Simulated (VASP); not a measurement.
Wanted: the native input for a VASP 6.6.1 run.

```yaml
Task: relaxation of cell and atoms
Functional: PBE
Potentials_or_basis: VASP PAW PBE potentials, release 64 (Pb_d)
Cutoff: 600 eV
k_mesh: 14 × 14 × 14
Occupations: gaussian, width 0.1 eV
Spin: no spin polarisation
Dipole_correction: no
Further_INCAR_settings: ALGO = Normal; EDIFF = 1e-07; IBRION = 2; EDIFFG = -0.01; NSW = 100; ISIF = 3
```

The structure of Pb lies in POSCAR:

```
Pb
1.0
    0.0000000000      2.4947547435      2.4947547435
    2.4947547435      0.0000000000      2.4947547435
    2.4947547435      2.4947547435      0.0000000000
Pb
1
Direct
    0.0000000000      0.0000000000      0.0000000000
```

The input as run:

INCAR

```
SYSTEM = Pb
PREC = Accurate
ENCUT = 600
EDIFF = 1E-7
ISMEAR = 0
SIGMA = 0.1
LREAL = .FALSE.
LASPH = .TRUE.
NELM = 60
ALGO = Normal
ISIF = 3
LWAVE = .FALSE.
LCHARG = .FALSE.
GGA = PE
IBRION = 2
NSW = 100
EDIFFG = -0.01
```

KPOINTS

```
regular mesh
0
G
  14 14 14
  0 0 0
```

Potentials or basis: VASP PAW PBE potentials, release 64 (Pb_d).

Run with:

```bash
$ cat potpaw_PBE.64/Pb_d/POTCAR > POTCAR
$ mpirun -np 1 vasp_std > vasp.out
```

It gave:

```
Relaxed volume                         : 32.01 Å³/atom
Relaxed cell                           : a = 3.564 Å, b = 3.564 Å, c = 3.564 Å, α = 60.00°, β = 60.00°, γ = 60.00°
Space group after relaxing (to 0.05 Å) : Fm-3m (No. 225)
Energy gained by relaxing              : 3.8 meV/atom
Ionic steps                            : 3
Pressure after relaxing                : 0.0 GPa
Band gap on the k mesh                 : zero (band 7 reaches 13.69 eV, above the bottom of band 8 at 5.24 eV)
```

Caveat: spin-orbit coupling is left out, which moves the levels of the heavy elements.

Wall time 47 s on 1 thread of AMD EPYC 9R14 (Zen 4), with other jobs on the host, peak memory 0.16 GiB.
